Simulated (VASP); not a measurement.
Runs of VASP 6.6.1 on MnAs. The structure is that of space group P6_3/mmc (No. 194), or close to it. The cells are those of the table. 

| task | level | U | cell | cutoff (eV) | smearing | gap on the mesh (eV) | pressure (GPa) | moment (μB) |
| --- | --- | --- | --- | --- | --- | --- | --- | --- |
| single point | PBEsol+U | Mn d U = 8.0 eV | a = 3.898, b = 3.898, c = 6.200 Å, angles 90.0, 90.0, 120.0°, 4 atoms | 520 | fermi-dirac 0.05 eV | none | -1.1 | (b) |
| single point | PBE | - | a = 3.710, b = 3.710, c = 5.691 Å, angles 90.0, 90.0, 120.0°, 4 atoms | 520 | gaussian 0.027 eV | none | -3.2 | 6.30 |
| single point | PBE | - | a = 3.710, b = 3.710, c = 5.691 Å, angles 90.0, 90.0, 120.0°, 4 atoms | 520 | gaussian 0.019 eV | none | -3.2 | 6.30 |
| single point | PBE | - | a = 3.710, b = 3.710, c = 5.691 Å, angles 90.0, 90.0, 120.0°, 4 atoms | 520 | gaussian 0.029 eV | none | -3.2 | 6.30 |
| single point | BLYP+D4 | - | a = 3.617, b = 3.617, c = 5.489 Å, angles 90.0, 90.0, 120.0°, 4 atoms | 520 | fermi-dirac 0.05 eV | none | (a) | 5.29 |
| single point | PBE+D4 | - | a = 3.587, b = 3.587, c = 5.427 Å, angles 90.0, 90.0, 120.0°, 4 atoms | 520 | fermi-dirac 0.05 eV | none | 0.2 | 5.21 |
| single point | PBE | - | a = 3.710, b = 3.710, c = 5.691 Å, angles 90.0, 90.0, 120.0°, 4 atoms | 520 | gaussian 0.015 eV | none | -3.2 | 6.30 |
| relaxation of cell and atoms | RPBE+D4 | - | relaxed from a = 3.710, b = 3.710, c = 5.691 Å, angles 90.0, 90.0, 120.0°, 4 atoms | 600 | fermi-dirac 0.05 eV | none | 0.1 | 5.28 |

Alike in all rows: potentials or basis VASP PAW PBE potentials, release 64 (As, Mn_pv); spin collinear, ferromagnetic start; k mesh 8 × 8 × 5.

Task: Fill in the values left out.

Result: (a) 0.3; (b) 8.18.

Caveats: only a ferromagnetic start was run, and an antiferromagnetic order may lie lower in energy; the cell stands under tension (at least some runs); the PAW data sets were made with another functional, which shifts forces and pressure a little (at least some runs); the U is typed as a test and isn't derived for this compound (at least some runs).

A k mesh can miss the band edges, and the runs leave out spin-orbit coupling on As.

A gap of «none» marks levels without a gap at the run's occupations.
